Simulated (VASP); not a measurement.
Mo, 3 atoms in the cell. The structure is hexagonal, space group P6/mmm (No. 191). Conventional cell: a = 4.449 Å, b = 4.449 Å, c = 2.728 Å, α = 90.00°, β = 90.00°, γ = 120.00°. Within 3.6 Å of Mo (site symmetry 6/mmm) lie 14 Mo at 2.73 to 2.91 Å. Within 3.4 Å of Mo (site symmetry -6m2) lie 11 Mo at 2.57 to 2.91 Å. 

```yaml
Program: VASP 6.6.1
Task: relaxation of cell and atoms
Functional: LDA
Potentials_or_basis: VASP PAW LDA potentials, release 64 (Mo_sv)
Cutoff: 600 eV
k_mesh: 8 × 8 × 11
Occupations: fermi-dirac, width 0.1 eV
Spin: no spin polarisation
Dipole_correction: no
Further_INCAR_settings: ALGO = Normal; EDIFF = 1e-07; IBRION = 2; EDIFFG = -0.01; NSW = 80; ISIF = 3
```

Potentials or basis: VASP PAW LDA potentials, release 64 (Mo_sv).

Launch:

```sh
$ cat potpaw_LDA.64/Mo_sv/POTCAR > POTCAR
$ mpirun -np 1 vasp_std > vasp.out
```

Hardware: 1 thread of Intel(R) Xeon(R) 6975P-C (Granite Rapids), with other jobs on the host.

**Question.** Estimate the wall time of this run.

**Answer.** Run time: 2.5 min on 1 thread of Intel(R) Xeon(R) 6975P-C (Granite Rapids) (shared host), peak memory 0.2 GiB. Counts: scf iterations 69, k points 60, ion steps 7.
